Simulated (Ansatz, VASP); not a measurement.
## One calculation of Al, two programs

File INCAR:

```
SYSTEM = Al
  ALGO = Fast
  EDIFF = 1E-7
  EDIFFG = -0.005
  ENCUT = 600
  GGA = PE
  IBRION = 2
  ISIF = 3
  ISMEAR = 0
  LASPH = .True.
  LCHARG = .False.
  LREAL = .False.
  LWAVE = .False.
  NELM = 80
  NSW = 60
  PREC = Accurate
  SIGMA = 0.4
```

File KPOINTS:

```
k-points
0
Gamma
  16 16 16
  0 0 0
```

Contents of POSCAR:

```
Al
1.0
    0.0000000000      2.0250000000      2.0250000000
    2.0250000000      0.0000000000      2.0250000000
    2.0250000000      2.0250000000      0.0000000000
Al
1
Direct
    0.0000000000      0.0000000000      0.0000000000
```

Input for Ansatz:

```yaml
crystal:
  lattice:
    - [0.0, 2.025, 2.025]
    - [2.025, 0.0, 2.025]
    - [2.025, 2.025, 0.0]
  atoms:
    - { symbol: Al, position: [0.0, 0.0, 0.0] }
scf:
  occupations: { method: gaussian, width: 0.4 }
output:
  forces: true
  stress: true
  eigenvalues: true
hamiltonian:
  xc: pbe
kpoints:
  mp_grid: { grid: [16, 16, 16] }
relax:
  f_tol: 0.005
  max_steps: 40
  cell: { stress_tol: 0.02 }
```

Alike in both runs: task relaxation of cell and atoms; functional PBE; k mesh 16 × 16 × 16; occupations gaussian, width 0.4 eV; no spin polarisation.

```csv
,VASP,Ansatz
version,VASP 6.6.1,Ansatz 0.2.0
potentials or method,"VASP PAW PBE potentials, release 64 (Al)","scalar-relativistic, plane waves, PAW"
plane-wave cutoff (eV),600,420
valence electrons in the cell,3,3
```

|  | VASP | Ansatz | Ansatz less VASP |
| --- | --- | --- | --- |
| gap on the k mesh at the Fermi level, each at its own relaxed structure (eV) | none | none | - |
| relaxed volume (Å³/atom) | 16.51 | 16.52 | +0.009 |
| relaxed cell length with the largest relative difference (Å) | 2.858 | 2.858 | +0.0005 |

A gap of «none» marks a metal or a gap that the smearing closes.
